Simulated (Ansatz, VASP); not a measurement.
## One calculation of Fe, two programs

```xyz
1
Lattice="0.0000 1.6875 1.6875 1.6875 0.0000 1.6875 1.6875 1.6875 0.0000" Properties=species:S:1:pos:R:3 pbc="T T T"
Fe    0.0000    0.0000    0.0000
```

Alike in both runs: task single point; functional LDA; k mesh 16 × 16 × 16; occupations fermi-dirac, width 0.1 eV; non-collinear spin, spin-orbit coupling.

|  | VASP | Ansatz |
| --- | --- | --- |
| version | VASP 6.6.1 | Ansatz 0.2.0 |
| potentials or method | VASP PAW LDA potentials, release 64 (Fe), cutoff 520 eV | plane waves (420 eV) with PAW, fully relativistic with spin-orbit coupling |
| valence electrons in the cell | 8 | 16 |

|  | VASP | Ansatz | Ansatz less VASP |
| --- | --- | --- | --- |
| net moment per atom (μB) | 0.00 | 0.00 | 0.000 |

Ansatz warns that its potentials were made for another functional, while VASP's fit it. LDA's correlation is that of Perdew and Zunger in VASP and of Perdew and Wang (1992) in Ansatz. VASP's potentials hold 8 valence electrons a cell and Ansatz's 16, so a difference there can come from the potentials and not from the codes.
